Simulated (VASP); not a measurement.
Input of a VASP 6.6.1 run:

POSCAR

```
LiH
1.0
    0.0000000000      1.9985719095      1.9985719095
    1.9985719095      0.0000000000      1.9985719095
    1.9985719095      1.9985719095      0.0000000000
Li H
1 1
Direct
    0.0000000000      0.0000000000      0.0000000000
    0.5000000000      0.5000000000      0.5000000000
```

Contents of INCAR.step1:

```
SYSTEM = LiH
PREC     = Accurate       ! precision mode
ENCUT    = 520            ! plane-wave cutoff, eV
ISMEAR   = 0              ! smearing method
SIGMA    = 0.01           ! smearing width, eV
LREAL    = .False.        ! projectors in reciprocal space
LASPH    = .True.         ! aspherical terms in the spheres
NELM     = 80             ! most SCF steps
NBANDS   = 9              ! bands
GGA      = PE             ! functional
ALGO     = Normal         ! electronic algorithm
EDIFF    = 1E-4           ! SCF threshold, eV
LWAVE    = .True.         ! write WAVECAR
LCHARG   = .False.        ! write CHGCAR
```

Contents of INCAR.step2:

```
SYSTEM = LiH
PREC     = Accurate       ! precision mode
ENCUT    = 520            ! plane-wave cutoff, eV
EDIFF    = 1E-6           ! SCF threshold, eV
ISMEAR   = 0              ! smearing method
SIGMA    = 0.01           ! smearing width, eV
LREAL    = .False.        ! projectors in reciprocal space
LASPH    = .True.         ! aspherical terms in the spheres
NELM     = 80             ! most SCF steps
ALGO     = Normal         ! electronic algorithm
ISIF     = 2              ! what is computed and relaxed
LWAVE    = .False.        ! write WAVECAR
LCHARG   = .False.        ! write CHGCAR
METAGGA  = R2SCAN         ! meta-GGA
LMIXTAU  = .True.       
LUSE_VDW = .True.       
IVDW_NL  = 2            
BPARAM   = 11.95        
CPARAM   = 0.0093       
NBANDS   = 9              ! bands
ISTART   = 1
```

Contents of KPOINTS:

```
Automatic mesh
0
Gamma
  7 7 7
  0 0 0
```

Potentials or basis: VASP PAW PBE potentials, release 64 (Li_sv, H).

The run is started by

```console
$ cat potpaw_PBE.64/Li_sv/POTCAR potpaw_PBE.64/H/POTCAR > POTCAR
$ cp INCAR.step1 INCAR
$ mpirun -np 1 vasp_std > vasp.out
$ cp INCAR.step2 INCAR
$ mpirun -np 1 vasp_std > vasp.out
```

Estimate the band gap on the k mesh.

4.06 eV, direct.

 A k mesh can miss the band edges.
